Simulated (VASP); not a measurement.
# Li (Pnma) in VASP: single point with PBE

Aim: the single point of Li with PBE.

All numbers are computed with VASP 6.6.1; they aren't measurements. Logs are shortened: lines on timing, memory, paths and dates and some standing lists are left out, and cuts for length are marked.

## 1. The cell of the first run

It takes space group Pnma (No. 62, orthorhombic). The conventional cell has a = 5.443 Å, b = 3.858 Å, c = 3.992 Å, α = 90.00°, β = 90.00°, γ = 90.00°. Li (site symmetry m) has 11 Li at 2.12 to 2.74 Å within 2.8 Å. Li (site symmetry m) has 16 Li at 2.12 to 3.03 Å within 3.1 Å.

## 2. Single point, PBE

Contents of POSCAR:

```
Li
1.0
    3.8583100000      0.0000000000      0.0000000000
    0.0000000000      3.9922840000      0.0000000000
    0.0000000000      0.0000000000      5.4431330000
Li
8
Direct
    0.2500000000      0.2080000000      0.0360000000
    0.2500000000      0.2920000000      0.5360000000
    0.7500000000      0.7920000000      0.9640000000
    0.7500000000      0.7080000000      0.4640000000
    0.2500000000      0.8420000000      0.3190000000
    0.2500000000      0.6580000000      0.8190000000
    0.7500000000      0.1580000000      0.6810000000
    0.7500000000      0.3420000000      0.1810000000
```

Contents of INCAR.step1:

```
SYSTEM = Li
  PREC = Accurate
  ENCUT = 520
  EDIFF = 1E-6
  ISMEAR = -1
  SIGMA = 0.1
  LREAL = .False.
  LASPH = .True.
  NELM = 100
  ALGO = Normal
  ISIF = 2
  LWAVE = .False.
  LCHARG = .True.
  GGA = PE
  NBANDS = 22
```

Contents of KPOINTS.step1:

```
regular mesh
0
Gamma
  8 8 6
  0 0 0
```

Contents of INCAR.step2:

```
SYSTEM = Li
  PREC = Accurate
  ENCUT = 520
  EDIFF = 1E-6
  ISMEAR = -5
  SIGMA = 0.1
  LREAL = .False.
  LASPH = .True.
  NELM = 100
  ALGO = Normal
  ISIF = 2
  LWAVE = .False.
  LCHARG = .False.
  GGA = PE
  LORBIT = 11
  NBANDS = 22
  NEDOS = 1001
  ICHARG = 11
```

Contents of KPOINTS.step2:

```
regular mesh
0
Gamma
  12 12 9
  0 0 0
```

Potentials or basis: VASP PAW PBE potentials, release 64 (Li_sv).

Run with:

```
$ cat potpaw_PBE.64/Li_sv/POTCAR > POTCAR
$ cp INCAR.step1 INCAR
$ cp KPOINTS.step1 KPOINTS
$ mpirun -np 1 vasp_std > vasp.out
$ cp INCAR.step2 INCAR
$ cp KPOINTS.step2 KPOINTS
$ mpirun -np 1 vasp_std > vasp.out
```

OUTCAR:

```text
SYSTEM = Li
   PREC = Accurate
   ENCUT = 520
   EDIFF = 1E-6
   ISMEAR = -5
   LREAL = .False.
   LASPH = .True.
   NELM = 100
   ISIF = 2
   GGA = PE
   LORBIT = 11
   ICHARG = 11

 ion  position               nearest neighbor table
   1  0.250  0.208  0.036-   5 2.12   6 2.15   8 2.15   8 2.15   6 2.49   3 2.58   3 2.58
   2  0.250  0.292  0.536-   6 2.12   5 2.15   7 2.15   7 2.15   5 2.49   4 2.58   4 2.58
   3  0.750  0.792  0.964-   7 2.12   8 2.15   6 2.15   6 2.15   8 2.49   1 2.58   1 2.58
   4  0.750  0.708  0.464-   8 2.12   7 2.15   5 2.15   5 2.15   7 2.49   2 2.58   2 2.58
   5  0.250  0.842  0.319-   1 2.12   2 2.15   4 2.15   4 2.15   2 2.49
   6  0.250  0.658  0.819-   2 2.12   1 2.15   3 2.15   3 2.15   1 2.49
   7  0.750  0.158  0.681-   3 2.12   4 2.15   2 2.15   2 2.15   4 2.49
   8  0.750  0.342  0.181-   4 2.12   3 2.15   1 2.15   1 2.15   3 2.49

  LATTYP: Found a simple orthorhombic cell.
 ALAT       =     3.8583100000
 B/A-ratio  =     1.0347234929
 C/A-ratio  =     1.4107557454

  Lattice vectors:

 A1 = (   3.8583100000,   0.0000000000,   0.0000000000)
 A2 = (   0.0000000000,   3.9922840000,   0.0000000000)
 A3 = (   0.0000000000,   0.0000000000,   5.4431330000)

Analysis of symmetry for initial positions (statically):
=====================================================================
 Subroutine PRICEL returns:
 Original cell was already a primitive cell.

 Routine SETGRP: Setting up the symmetry group for a
 simple orthorhombic supercell.

 Subroutine GETGRP returns: Found  8 space group operations
 (whereof  2 operations were pure point group operations)
 out of a pool of  8 trial point group operations.

The static configuration has the point symmetry S_2 .
 The point group associated with its full space group is D_2h.

Analysis of symmetry for dynamics (positions and initial velocities):
=====================================================================
 Subroutine PRICEL returns:
 Original cell was already a primitive cell.

 Routine SETGRP: Setting up the symmetry group for a
 simple orthorhombic supercell.

 Subroutine GETGRP returns: Found  8 space group operations
 (whereof  2 operations were pure point group operations)
 out of a pool of  8 trial point group operations.

The dynamic configuration has the point symmetry S_2 .
 The point group associated with its full space group is D_2h.

 Subroutine INISYM returns: Found  8 space group operations
 (whereof  2 operations are pure point group operations),
 and found     1 'primitive' translations

----------------------------------------------------------------------------------------

                                     Primitive cell

  volume of cell :      83.8431

  direct lattice vectors                    reciprocal lattice vectors
     3.858310000  0.000000000  0.000000000     0.259180833  0.000000000  0.000000000
     0.000000000  3.992284000  0.000000000     0.000000000  0.250483182  0.000000000
     0.000000000  0.000000000  5.443133000     0.000000000  0.000000000  0.183717723

  length of vectors
     3.858310000  3.992284000  5.443133000     0.259180833  0.250483182  0.183717723

  position of ions in fractional coordinates (direct lattice)
     0.250000000  0.208000000  0.036000000
     0.250000000  0.292000000  0.536000000
     0.750000000  0.792000000  0.964000000
     0.750000000  0.708000000  0.464000000
     0.250000000  0.842000000  0.319000000
     0.250000000  0.658000000  0.819000000
     0.750000000  0.158000000  0.681000000
     0.750000000  0.342000000  0.181000000

  ion indices of the primitive-cell ions
   primitive index   ion index
                 1           1
                 2           2
                 3           3
                 4           4
                 5           5
                 6           6
                 7           7
                 8           8

----------------------------------------------------------------------------------------

 KPOINTS: regular mesh

Automatic generation of k-mesh.
 Grid dimensions read from file:
 generate k-points for:   12   12    9

 Generating k-lattice:

  Cartesian coordinates                     Fractional coordinates (reciprocal lattice)
     0.021598403  0.000000000  0.000000000     0.083333333  0.000000000  0.000000000
     0.000000000  0.020873599  0.000000000     0.000000000  0.083333333  0.000000000
     0.000000000  0.000000000  0.020413080     0.000000000  0.000000000  0.111111111

  Length of vectors
     0.021598403  0.020873599  0.020413080

  Shift w.r.t. Gamma in fractional coordinates (k-lattice)
     0.000000000  0.000000000  0.000000000

 TETIRR: Found   3888 inequivalent tetrahedra from     7776

 Subroutine IBZKPT returns following result:
 ===========================================

 Found    245 irreducible k-points:

 Following reciprocal coordinates:
            Coordinates               Weight
  0.000000  0.000000  0.000000      1.000000
  0.083333  0.000000  0.000000      2.000000
  0.166667  0.000000  0.000000      2.000000
  0.250000  0.000000  0.000000      2.000000
  0.333333  0.000000  0.000000      2.000000
  0.416667  0.000000  0.000000      2.000000
[... 16 lines left out ...]
  0.083333  0.250000  0.000000      4.000000
  0.166667  0.250000  0.000000      4.000000
 [... further k-points ...]
   k-points           NKPTS =    245   k-points in BZ     NKDIM =    245   number of bands    NBANDS=     22
   number of dos      NEDOS =   1001   number of ions     NIONS =      8
   total plane-waves  NPLWV =  36000
   dimension x,y,z NGX =    30 NGY =   30 NGZ =   40
   dimension x,y,z NGXF=    60 NGYF=   60 NGZF=   80
   ions per type =               8
   NGX,Y,Z   is equivalent  to a cutoff of  12.93, 12.49, 12.22 a.u.
   NGXF,Y,Z  is equivalent  to a cutoff of  25.85, 24.99, 24.43 a.u.
 SYSTEM =  Li
   PREC   = accura    normal or accurate (medium, high low for compatibility)
   ISTART =      0    job   : 0-new  1-cont  2-samecut
   ICHARG =     11    charge: 1-file 2-atom 10-const
   ISPIN  =      1    spin polarized calculation?
   LNONCOLLINEAR =      F non collinear calculations
   LSORBIT =      F    spin-orbit coupling
   LASPH  =      T    aspherical Exc in radial PAW
   ENCUT  =  520.0 eV  38.22 Ry    6.18 a.u.   7.17  7.42 10.12*2*pi/ulx,y,z
   NELM   =    100;   NELMIN=  2; NELMDL=  0     # of ELM steps
   EDIFF  = 0.1E-05   stopping-criterion for ELM
   LREAL  =      F    real-space projection
   EDIFFG = 0.1E-04   stopping-criterion for IOM
   NSW    =      0    number of steps for IOM
   IBRION =     -1    ionic relax: 0-MD 1-quasi-New 2-CG
   NFREE  =      0    steps in history (QN), initial steepest desc. (CG)
   ISIF   =      2    stress and relaxation
   ISYM   =      2    0-nonsym 1-usesym 2-fastsym
   POTIM  = 0.5000    time-step for ionic-motion
   TEBEG  =    0.0;   TEEND  =   0.0 temperature during run
   PSTRESS=    0.0 pullay stress
   NELECT =      24.0000    total number of electrons
   NUPDOWN=      -1.0000    fix difference up-down
   EMIN   =  10.00;   EMAX   =-10.00  energy-range for DOS
   EFERMI =   0.00;   METHOD = LEGACY
   ISMEAR =    -5;   SIGMA  =   0.10  broadening in eV -4-tet -1-fermi 0-gaus
   EFERMI_NEDOS =   21; number of points for ismear=-14 and -15
   IALGO  =     38    algorithm
   IMIX   =      4    mixing-type and parameters
     AMIX     =   0.40;   BMIX     =  1.00
     AMIX_MAG =   1.60;   BMIX_MAG =  1.00
  volume/ion in A,a.u.               =      10.48        70.73
  Fermi-wavevector in a.u.,A,eV,Ry     =   1.078920  2.038864 15.838124  1.164069
  Thomas-Fermi vector in A             =   2.214872
   LORBIT       =     11    0 simple, 1 ext, 2 COOP (PROOUT), +10 PAW based schemes
   GGA     = PE    functional components
   LHFCALC =     F    Hartree Fock is set to
   AEXX    =    0.0000 exact exchange contribution
   IVDW    =     0    specifies the selected vdW correction
   LEPSILON=     F    determine dielectric tensor
   LRPA    =     F    only Hartree local field effects (RPA)
 non-spin polarized calculation
 Fermi weights with tetrahedron method with Bloechl corrections
  energy-cutoff  :      520.00
  volume of cell :       83.84
 maximum number of plane-waves:      2289
 NGX is ok and might be reduce to    30

 number of electron      24.0000012 magnetization

 Free energy of the ion-electron system (eV)
  ---------------------------------------------------
  ext. energy  EPLUGINS =         0.00000000
  ---------------------------------------------------
  free energy    TOTEN  =       -10.36817083 eV

  energy without entropy =      -10.36817083  energy(sigma->0) =      -10.36817083

 E-fermi :   3.2818     XC(G=0):  -8.8660

 val. band max:        3.3151748077   @ k =   0.1667   0.0833   0.4444
 cond. band min:       3.2287323050   @ k =   0.0833   0.0833   0.1111
 fundamental gap:     -0.0864425027
 Fermi energy:         3.2818293065

 k-point     1 :       0.0000    0.0000    0.0000
  band No.  band energies     occupation
      1     -43.1124      2.00000
      2     -42.9723      2.00000
      3     -42.9283      2.00000
      4     -42.9122      2.00000
      5     -42.7550      2.00000
      6     -42.7295      2.00000
[... 14 lines left out ...]
     21      10.2232      0.00000
     22      11.3661      0.00000

 k-point     2 :       0.0833    0.0000    0.0000
  band No.  band energies     occupation
      1     -43.1084      2.00000
      2     -42.9697      2.00000
      3     -42.9267      2.00000
      4     -42.9136      2.00000
      5     -42.7551      2.00000
      6     -42.7316      2.00000
[... 14 lines left out ...]
     21      10.4052      0.00000
     22      11.1240      0.00000

 k-point     3 :       0.1667    0.0000    0.0000
  band No.  band energies     occupation
      1     -43.0965      2.00000
      2     -42.9623      2.00000
      3     -42.9222      2.00000
      4     -42.9187      2.00000
      5     -42.7542      2.00000
      6     -42.7373      2.00000
[... 14 lines left out ...]
     21      10.6747      0.00000
     22      11.0338      0.00000

 k-point     4 :       0.2500    0.0000    0.0000
  band No.  band energies     occupation
      1     -43.0776      2.00000
      2     -42.9511      2.00000
      3     -42.9292      2.00000
      4     -42.9162      2.00000
      5     -42.7505      2.00000
      6     -42.7454      2.00000
[... 14 lines left out ...]
     21      11.3986      0.00000
     22      11.9221      0.00000

 k-point     5 :       0.3333    0.0000    0.0000
  band No.  band energies     occupation
      1     -43.0533      2.00000
      2     -42.9461      2.00000
      3     -42.9375      2.00000
      4     -42.9110      2.00000
      5     -42.7533      2.00000
      6     -42.7420      2.00000
[... 417 lines left out ...]
 k-point    22 :       0.0000    0.2500    0.0000
  band No.  band energies     occupation
      1     -43.0830      2.00000
      2     -42.9691      2.00000
      3     -42.9353      2.00000
      4     -42.9349      2.00000
      5     -42.7573      2.00000
      6     -42.7292      2.00000
[... 14 lines left out ...]
     21      10.2652      0.00000
     22      11.6105      0.00000

 k-point    23 :       0.0833    0.2500    0.0000
  band No.  band energies     occupation
      1     -43.0793      2.00000
      2     -42.9669      2.00000
      3     -42.9347      2.00000
      4     -42.9332      2.00000
      5     -42.7586      2.00000
      6     -42.7311      2.00000
[... 14 lines left out ...]
     21      10.8164      0.00000
     22      11.5883      0.00000

 k-point    24 :       0.1667    0.2500    0.0000
  band No.  band energies     occupation
      1     -43.0686      2.00000
      2     -42.9612      2.00000
      3     -42.9337      2.00000
      4     -42.9285      2.00000
      5     -42.7619      2.00000
      6     -42.7367      2.00000
[... 14 lines left out ...]
     21      11.3830      0.00000
     22      11.7781      0.00000

 [... further k-points ...]

------------------------ aborting loop because EDIFF is reached ----------------------------------------

  FORCE on cell =-STRESS in cart. coord.  units (eV):
  Direction    XX          YY          ZZ          XY          YZ          ZX
  --------------------------------------------------------------------------------------
  -------------------------------------------------------------------------------------
  Total       13.7932743     13.2209570     12.3976593      0.0000000      0.0000000      0.0000000
  in kB      263.5787923    252.6422502    236.9096689      0.0000000      0.0000000      0.0000000
  external PRESSURE =     251.0435704 kB  Pullay stress =       0.0000000 kB

 VOLUME and BASIS-vectors are now :
 -----------------------------------------------------------------------------
  energy-cutoff  :      520.00
  volume of cell :       83.84
      direct lattice vectors                 reciprocal lattice vectors
     3.858310000  0.000000000  0.000000000     0.259180833  0.000000000  0.000000000
     0.000000000  3.992284000  0.000000000     0.000000000  0.250483182  0.000000000
     0.000000000  0.000000000  5.443133000     0.000000000  0.000000000  0.183717723

 POSITION                                       TOTAL-FORCE (eV/Angst)
 -----------------------------------------------------------------------------------
      0.96458      0.83040      0.19595        -0.000000      0.093751     -0.179657
      0.96458      1.16575      2.91752         0.000000     -0.093751     -0.179657
      2.89373      3.16189      5.24718        -0.000000     -0.093751      0.179657
      2.89373      2.82654      2.52561         0.000000      0.093751      0.179657
      0.96458      3.36150      1.73636         0.000000     -0.511013     -0.213908
      0.96458      2.62692      4.45793        -0.000000      0.511013     -0.213908
      2.89373      0.63078      3.70677         0.000000      0.511013      0.213908
      2.89373      1.36536      0.98521         0.000000     -0.511013      0.213908
 -----------------------------------------------------------------------------------
    total drift:                               -0.000000      0.000000     -0.000000

  FREE ENERGIE OF THE ION-ELECTRON SYSTEM (eV)
  ---------------------------------------------------
  free  energy   TOTEN  =       -10.3681708324 eV

  energy  without entropy=      -10.3681708324  energy(sigma->0) =      -10.36817083

 total charge

# of ion       s       p       d       tot
------------------------------------------
    1        2.068   0.103   0.000   2.171
    2        2.068   0.103   0.000   2.171
    3        2.068   0.103   0.000   2.171
    4        2.068   0.103   0.000   2.171
    5        2.062   0.109   0.000   2.171
    6        2.062   0.109   0.000   2.171
    7        2.062   0.109   0.000   2.171
    8        2.062   0.109   0.000   2.171
--------------------------------------------------
tot         16.520   0.849   0.000  17.368
```

Run time: 2.8 min. Hardware: 1 thread of AMD EPYC 9R45 (Zen 5), shared host; peak memory 0.35 GiB.

What came out:

| Quantity | Value |
| --- | --- |
| Valence electrons inside the program's atomic spheres | Li 2.17 |

Caveat: the cutoff is under 1.25 times the usual one of these potentials, so pressure, stress and relaxed cells hold a basis-set (Pulay) error; tetrahedron occupations give inexact forces and stress in metals.
